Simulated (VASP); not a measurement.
SnO2: single point with PBE+D3(BJ)

Crystal: SnO2.

```
Sn O
1.0
     3.13090    0.00000    0.00000
    -1.56545    2.71144    0.00000
     0.00000    0.00000   10.07474
Sn O
2 4
Direct
  0.00000 0.00000 0.50000
  0.00000 0.00000 0.00000
  0.66667 0.33333 0.40179
  0.66667 0.33333 0.09821
  0.33333 0.66667 0.59821
  0.33333 0.66667 0.90179
```

| Quantity | Value |
| --- | --- |
| Program | VASP 6.6.1 |
| Task | single point |
| Functional | PBE |
| Dispersion | D3(BJ) |
| Potentials or basis | VASP PAW PBE potentials, release 64 (Sn_d, O) |
| Cutoff | 520 eV |
| k mesh | 12 × 12 × 4 |
| Occupations | gaussian, width 0.05 eV |
| Spin | no spin polarisation |

```
Pressure                   : 13.1 GPa
Largest force              : 1.011 eV/Å
Band gap on the k mesh     : 2.55 eV (least direct gap 3.04 eV)
Dispersion energy per atom : -0.178 eV
```

Forces on the atoms (eV/Å):
```
Sn   0.000  0.000  0.000
Sn   0.000  0.000  0.000
O    0.000  0.000 -1.011
O    0.000  0.000  1.011
O    0.000  0.000  1.011
O    0.000  0.000 -1.011
```

Stress tensor (GPa, compression positive):
```
15.81  0.00  0.00
 0.00 15.81  0.00
 0.00  0.00  7.73
```

Levels at points of the mesh, in eV from the valence-band top:
```
           k point  band 22  band 23  band 24  band 25  band 26  band 27  band 28  band 29  band 30  band 31
(0.00, 0.00, 0.00)    -0.95    -0.95    -0.90    -0.90    -0.49     2.55     3.54     5.79     6.27    10.98
(0.50, 0.00, 0.00)    -1.28    -0.69    -0.62    -0.55    -0.07     5.86     6.09     7.28     8.13    10.38
(0.00, 0.00, 0.50)    -0.96    -0.92    -0.92    -0.92    -0.92     3.05     3.05     6.04     6.04    11.05
(0.50, 0.00, 0.50)    -1.57    -0.58    -0.58    -0.34    -0.34     5.97     5.97     7.67     7.67    10.57
```

It took 4.2 min on 1 thread of AMD EPYC 7R13 (shared host), peak memory 0.26 GiB.

Caveat: the stress differs along the axes, from 8 to 16 GPa; spin-orbit coupling is left out, which moves the levels of the heavy elements; forces of over 1 eV/Å act on the atoms, so gaps and moduli don't describe the material at rest. A k mesh can miss the band edges.
